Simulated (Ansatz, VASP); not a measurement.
## Ge2Sb2Te5 in VASP and in Ansatz

```
CELL_PARAMETERS angstrom
4.29406 0.00000 0.00000
-2.14703 3.71877 0.00000
0.00000 0.00000 17.10135
ATOMIC_POSITIONS crystal
Ge 0.33333 0.66667 0.89711
Ge 0.66667 0.33333 0.10290
Sb 0.00000 0.00000 0.67993
Sb 0.00000 0.00000 0.32007
Te 0.00000 0.00000 0.00000
Te 0.66667 0.33333 0.79846
Te 0.33333 0.66667 0.20154
Te 0.33333 0.66667 0.58011
Te 0.66667 0.33333 0.41989
```

Alike in both runs: task single point; functional PBEsol; k mesh 6 × 6 × 1; occupations gaussian, width 0.1 eV; no spin polarisation.

|  | VASP | Ansatz |
| --- | --- | --- |
| version | VASP 6.6.1 | Ansatz 0.2.0 |
| potentials or method | VASP PAW PBE potentials, release 64 (Ge_d, Sb, Te), cutoff 520 eV | scalar-relativistic, plane waves, PAW |
| valence electrons in the cell | 68 | 138 |

Ansatz gave:

* gap on the k mesh at the Fermi level (eV): 0.28
* least direct gap on the mesh (eV): 0.28
* pressure (GPa): -2.3
* rms of the force components (eV/Å): 0.046

What did VASP give for the same quantities?

gap on the k mesh at the Fermi level (eV): 0.27; least direct gap on the mesh (eV): 0.27; pressure (GPa): -2.5; rms of the force components (eV/Å): 0.042.

VASP's potentials were made for PBE, not for PBEsol, and Ansatz warns of the same on its side. Atom by atom the forces differ by 0.010 eV/Å (rms over components). VASP's potentials hold 68 valence electrons a cell and Ansatz's 138, so a difference there can come from the potentials and not from the codes.

Neither program's run includes spin-orbit coupling.
